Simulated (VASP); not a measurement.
# SrO (I-4m2) in VASP: a series of runs

The runs below take SrO through single point, with PBE, r2SCAN.

Program: VASP 6.6.1. These are calculated values, not measurements. Logs are shortened: lines on timing, memory, paths and dates and some standing lists are left out, and cuts for length are marked.

**1. The cell of the first run**

Symmetry: I-4m2, No. 119, tetragonal system. Conventional cell: a = 3.935 Å, b = 3.935 Å, c = 5.616 Å, α = 90.00°, β = 90.00°, γ = 90.00°. Within 3.2 Å of Sr (site symmetry -4m2) lie 4 O at 2.42 Å. Within 3.2 Å of O (site symmetry -4m2) lie 4 Sr at 2.42 Å.

**2. Single point, PBE (epitaxial xy strain -0.3%)**

INCAR reads:

```
PREC = Accurate
ENCUT = 520
EDIFF = 1E-6
ISMEAR = -1
SIGMA = 0.02
LREAL = False
LASPH = True
NELM = 100
ALGO = Normal
ISIF = 2
LWAVE = False
LCHARG = False
GGA = PE
NBANDS = 15
```

KPOINTS reads:

```
regular mesh
0
Gamma
  8 8 8
```

POSCAR reads:

```
SrO
1.0
    0.0000000000      2.7827867632      2.8080705967
    2.7827867632      0.0000000000      2.8080705967
    2.7827867632      2.7827867632      0.0000000000
Sr O
1 1
Direct
    0.0000000000      0.0000000000      0.0000000000
    0.2500000000      0.2500000000      0.2500000000
```

Potentials or basis: VASP PAW PBE potentials, release 64 (Sr_sv, O).

The run is started by

```console
$ cat potpaw_PBE.64/Sr_sv/POTCAR potpaw_PBE.64/O/POTCAR > POTCAR
$ mpirun -np 1 vasp_std > vasp.out
```

OUTCAR:

```text
PREC = Accurate
   ENCUT = 520
   EDIFF = 1E-6
   ISMEAR = -1
   LREAL = False
   LASPH = True
   NELM = 100
   ISIF = 2
   GGA = PE

 ion  position               nearest neighbor table
   1  0.000  0.000  0.000-   2 2.42   2 2.42   2 2.42   2 2.42
   2  0.250  0.250  0.250-   1 2.42   1 2.42   1 2.42   1 2.42

  LATTYP: Found a body centered tetragonal cell.
 ALAT       =     3.9354547817
 C/A-ratio  =     1.4270628186

  Lattice vectors:

 A1 = (  -2.7827867632,   0.0000000000,   2.8080705967)
 A2 = (   2.7827867632,   0.0000000000,   2.8080705967)
 A3 = (   0.0000000000,   2.7827867632,  -2.8080705967)

Analysis of symmetry for initial positions (statically):
=====================================================================
 Subroutine PRICEL returns:
 Original cell was already a primitive cell.

 Routine SETGRP: Setting up the symmetry group for a
 body centered tetragonal supercell.

 Subroutine GETGRP returns: Found  8 space group operations
 (whereof  8 operations were pure point group operations)
 out of a pool of 16 trial point group operations.

The static configuration has the point symmetry D_2d.

Analysis of symmetry for dynamics (positions and initial velocities):
=====================================================================
 Subroutine PRICEL returns:
 Original cell was already a primitive cell.

 Routine SETGRP: Setting up the symmetry group for a
 body centered tetragonal supercell.

 Subroutine GETGRP returns: Found  8 space group operations
 (whereof  8 operations were pure point group operations)
 out of a pool of 16 trial point group operations.

The dynamic configuration has the point symmetry D_2d.

 Subroutine INISYM returns: Found  8 space group operations
 (whereof  8 operations are pure point group operations),
 and found     1 'primitive' translations

----------------------------------------------------------------------------------------

                                     Primitive cell

  volume of cell :      43.4908

  direct lattice vectors                    reciprocal lattice vectors
     0.000000000  2.782786763  2.808070597    -0.179676002  0.179676002  0.178058201
     2.782786763  0.000000000  2.808070597     0.179676002 -0.179676002  0.178058201
     2.782786763  2.782786763  0.000000000     0.179676002  0.179676002 -0.178058201

  length of vectors
     3.953373578  3.953373578  3.935454782     0.310276739  0.310276739  0.310276739

  position of ions in fractional coordinates (direct lattice)
     0.000000000  0.000000000  0.000000000
     0.250000000  0.250000000  0.250000000

  ion indices of the primitive-cell ions
   primitive index   ion index
                 1           1
                 2           2

----------------------------------------------------------------------------------------

 KPOINTS: regular mesh

Automatic generation of k-mesh.
 Grid dimensions read from file:
 generate k-points for:    8    8    8

 Generating k-lattice:

  Cartesian coordinates                     Fractional coordinates (reciprocal lattice)
    -0.022459500  0.022459500  0.022257275     0.125000000 -0.000000000  0.000000000
     0.022459500 -0.022459500  0.022257275    -0.000000000  0.125000000  0.000000000
     0.022459500  0.022459500 -0.022257275     0.000000000  0.000000000  0.125000000

  Length of vectors
     0.038784592  0.038784592  0.038784592

  Shift w.r.t. Gamma in fractional coordinates (k-lattice)
     0.000000000  0.000000000  0.000000000

 Subroutine IBZKPT returns following result:
 ===========================================

 Found     59 irreducible k-points:

 Following reciprocal coordinates:
            Coordinates               Weight
  0.000000  0.000000  0.000000      1.000000
  0.125000 -0.000000  0.000000      8.000000
  0.250000 -0.000000  0.000000      8.000000
  0.375000 -0.000000  0.000000      8.000000
  0.500000 -0.000000  0.000000      4.000000
  0.125000  0.125000  0.000000      2.000000
[... 16 lines left out ...]
  0.250000 -0.000000  0.125000     16.000000
  0.375000  0.000000  0.125000     16.000000
 [... further k-points ...]
   k-points           NKPTS =     59   k-points in BZ     NKDIM =     59   number of bands    NBANDS=     15
   number of dos      NEDOS =    301   number of ions     NIONS =      2
   total plane-waves  NPLWV =  27000
   dimension x,y,z NGX =    30 NGY =   30 NGZ =   30
   dimension x,y,z NGXF=    60 NGYF=   60 NGZF=   60
   ions per type =               1   1
   NGX,Y,Z   is equivalent  to a cutoff of  12.62, 12.62, 12.67 a.u.
   NGXF,Y,Z  is equivalent  to a cutoff of  25.23, 25.23, 25.35 a.u.
 SYSTEM =  unknown system
   PREC   = accura    normal or accurate (medium, high low for compatibility)
   ISTART =      0    job   : 0-new  1-cont  2-samecut
   ICHARG =      2    charge: 1-file 2-atom 10-const
   ISPIN  =      1    spin polarized calculation?
   LNONCOLLINEAR =      F non collinear calculations
   LSORBIT =      F    spin-orbit coupling
   LASPH  =      T    aspherical Exc in radial PAW
   ENCUT  =  520.0 eV  38.22 Ry    6.18 a.u.   7.35  7.35  7.32*2*pi/ulx,y,z
   NELM   =    100;   NELMIN=  2; NELMDL= -5     # of ELM steps
   EDIFF  = 0.1E-05   stopping-criterion for ELM
   LREAL  =      F    real-space projection
   EDIFFG = 0.1E-04   stopping-criterion for IOM
   NSW    =      0    number of steps for IOM
   IBRION =     -1    ionic relax: 0-MD 1-quasi-New 2-CG
   NFREE  =      0    steps in history (QN), initial steepest desc. (CG)
   ISIF   =      2    stress and relaxation
   ISYM   =      2    0-nonsym 1-usesym 2-fastsym
   POTIM  = 0.5000    time-step for ionic-motion
   TEBEG  =    0.0;   TEEND  =   0.0 temperature during run
   PSTRESS=    0.0 pullay stress
   NELECT =      16.0000    total number of electrons
   NUPDOWN=      -1.0000    fix difference up-down
   EMIN   =  10.00;   EMAX   =-10.00  energy-range for DOS
   EFERMI =   0.00;   METHOD = LEGACY
   ISMEAR =    -1;   SIGMA  =   0.02  broadening in eV -4-tet -1-fermi 0-gaus
   EFERMI_NEDOS =   21; number of points for ismear=-14 and -15
   IALGO  =     38    algorithm
   IMIX   =      4    mixing-type and parameters
     AMIX     =   0.40;   BMIX     =  1.00
     AMIX_MAG =   1.60;   BMIX_MAG =  1.00
  volume/ion in A,a.u.               =      21.75       146.75
  Fermi-wavevector in a.u.,A,eV,Ry     =   1.173047  2.216738 18.722161  1.376040
  Thomas-Fermi vector in A             =   2.309466
   LORBIT       =      0    0 simple, 1 ext, 2 COOP (PROOUT), +10 PAW based schemes
   GGA     = PE    functional components
   LHFCALC =     F    Hartree Fock is set to
   AEXX    =    0.0000 exact exchange contribution
   IVDW    =     0    specifies the selected vdW correction
   LEPSILON=     F    determine dielectric tensor
   LRPA    =     F    only Hartree local field effects (RPA)
 non-spin polarized calculation
  energy-cutoff  :      520.00
  volume of cell :       43.49
 maximum number of plane-waves:      1219
 NGX is ok and might be reduce to    30
   NGX = 15   NGY = 15   NGZ = 15

 number of electron      16.0000001 magnetization

 Free energy of the ion-electron system (eV)
  ---------------------------------------------------
  ext. energy  EPLUGINS =         0.00000000
  ---------------------------------------------------
  free energy    TOTEN  =       -11.76075755 eV

  energy without entropy =      -11.76075755  energy(sigma->0) =      -11.76075755

 E-fermi :   0.7561     XC(G=0):  -8.6296

 val. band max:        0.2955487085   @ k =  -0.2500   0.5000   0.2500
 cond. band min:       2.8190678367   @ k =   0.0000   0.0000   0.0000
 fundamental gap:      2.5235191282
 Fermi energy:         0.7561444303

 k-point     1 :       0.0000    0.0000    0.0000
  band No.  band energies     occupation
      1     -31.9179      2.00000
      2     -14.4873      2.00000
      3     -13.8075      2.00000
      4     -13.8075      2.00000
      5     -13.8053      2.00000
      6      -0.5611      2.00000
      7      -0.5556      2.00000
      8      -0.5556      2.00000
      9       2.8191      0.00000
     10       8.2928      0.00000
     11       8.3898      0.00000
     12       9.6062      0.00000
     13       9.7120      0.00000
     14       9.7120      0.00000
     15      15.3744      0.00000

 k-point     2 :       0.1250   -0.0000    0.0000
  band No.  band energies     occupation
      1     -31.9090      2.00000
      2     -14.8411      2.00000
      3     -13.8200      2.00000
      4     -13.8195      2.00000
      5     -13.4867      2.00000
      6      -0.6576      2.00000
      7      -0.5069      2.00000
      8      -0.5022      2.00000
      9       3.3318      0.00000
     10       7.9901      0.00000
     11       8.0706      0.00000
     12       9.3356      0.00000
     13      10.0154      0.00000
     14      10.0802      0.00000
     15      13.9366      0.00000

 k-point     3 :       0.2500   -0.0000    0.0000
  band No.  band energies     occupation
      1     -31.8875      2.00000
      2     -15.3274      2.00000
      3     -13.8516      2.00000
      4     -13.8499      2.00000
      5     -13.0899      2.00000
      6      -0.6997      2.00000
      7      -0.3897      2.00000
      8      -0.3816      2.00000
      9       4.3971      0.00000
     10       7.7140      0.00000
     11       7.7702      0.00000
     12       8.6497      0.00000
     13      10.3892      0.00000
     14      10.4232      0.00000
     15      12.4896      0.00000

 k-point     4 :       0.3750   -0.0000    0.0000
  band No.  band energies     occupation
      1     -31.8659      2.00000
      2     -15.6712      2.00000
      3     -13.8833      2.00000
      4     -13.8794      2.00000
      5     -12.8463      2.00000
      6      -0.5430      2.00000
      7      -0.2868      2.00000
      8      -0.2744      2.00000
      9       5.2642      0.00000
     10       7.7667      0.00000
     11       7.8063      0.00000
     12       7.8814      0.00000
     13      10.3386      0.00000
     14      10.3478      0.00000
     15      12.1724      0.00000
[... 307 lines left out ...]
 k-point    22 :       0.1250    0.0000    0.1250
  band No.  band energies     occupation
      1     -31.9060      2.00000
      2     -14.9159      2.00000
      3     -13.8426      2.00000
      4     -13.8386      2.00000
      5     -13.3907      2.00000
      6      -0.7616      2.00000
      7      -0.4553      2.00000
      8      -0.4404      2.00000
      9       3.5061      0.00000
     10       7.3808      0.00000
     11       8.5030      0.00000
     12       9.7767      0.00000
     13       9.8804      0.00000
     14       9.9082      0.00000
     15      14.4128      0.00000

 k-point    23 :       0.2500   -0.0000    0.1250
  band No.  band energies     occupation
      1     -31.8887      2.00000
      2     -15.2861      2.00000
      3     -13.8810      2.00000
      4     -13.8763      2.00000
      5     -13.0653      2.00000
      6      -0.8442      2.00000
      7      -0.3414      2.00000
      8      -0.3148      2.00000
      9       4.3790      0.00000
     10       6.8107      0.00000
     11       8.4383      0.00000
     12       9.2987      0.00000
     13      10.1727      0.00000
     14      10.3863      0.00000
     15      13.1754      0.00000

 k-point    24 :       0.3750    0.0000    0.1250
  band No.  band energies     occupation
      1     -31.8670      2.00000
      2     -15.6258      2.00000
      3     -13.9391      2.00000
      4     -13.9085      2.00000
      5     -12.7930      2.00000
      6      -0.7060      2.00000
      7      -0.2464      2.00000
      8      -0.2024      2.00000
      9       5.2057      0.00000
     10       6.6786      0.00000
     11       8.3088      0.00000
     12       8.7310      0.00000
     13      10.2975      0.00000
     14      10.6213      0.00000
     15      12.3243      0.00000

 [... further k-points ...]
[... 5 lines left out ...]
  --------------------------------------------------------------------------------------
  -------------------------------------------------------------------------------------
  Total        0.4184682      0.4184682      0.3907242      0.0000000      0.0000000     -0.0000000
  in kB       15.4161216     15.4161216     14.3940486      0.0000000      0.0000000     -0.0000000
  external PRESSURE =      15.0754306 kB  Pullay stress =       0.0000000 kB

 VOLUME and BASIS-vectors are now :
 -----------------------------------------------------------------------------
  energy-cutoff  :      520.00
  volume of cell :       43.49
      direct lattice vectors                 reciprocal lattice vectors
     0.000000000  2.782786763  2.808070597    -0.179676002  0.179676002  0.178058201
     2.782786763  0.000000000  2.808070597     0.179676002 -0.179676002  0.178058201
     2.782786763  2.782786763  0.000000000     0.179676002  0.179676002 -0.178058201

 POSITION                                       TOTAL-FORCE (eV/Angst)
 -----------------------------------------------------------------------------------
      0.00000      0.00000      0.00000        -0.000000     -0.000000     -0.000000
      1.39139      1.39139      1.40404         0.000000      0.000000      0.000000
 -----------------------------------------------------------------------------------
    total drift:                                0.000000      0.000000     -0.000000

  FREE ENERGIE OF THE ION-ELECTRON SYSTEM (eV)
  ---------------------------------------------------
  free  energy   TOTEN  =       -11.7607575541 eV

  energy  without entropy=      -11.7607575541  energy(sigma->0) =      -11.76075755
```

Run time: 21 s. Hardware: 1 thread of Intel Xeon 6975P-C, shared host; peak memory 0.19 GiB.

What came out:

```
Free energy            : -11.7608 eV
Pressure               : 1.5 GPa
Band gap on the k mesh : 2.52 eV, indirect (least direct gap 3.37 eV)
```

Levels at points of the mesh, in eV from the valence-band top:
```tsv
k point	band 6	band 7	band 8	band 9	band 10	band 11
(0.00, 0.00, 0.00)	-0.86	-0.85	-0.85	2.52	8.00	8.09
(0.50, 0.00, 0.00)	-0.72	-0.54	-0.53	5.28	7.15	7.60
(0.50, 0.50, 0.00)	-1.43	-0.01	-0.01	4.55	5.73	9.64
(0.50, 0.00, 0.50)	-1.43	-0.02	-0.01	4.58	5.75	9.63
```

Caveat: the cell differs from its parent crystal (epitaxial xy strain -0.3%).

[end of part 1 of 2]
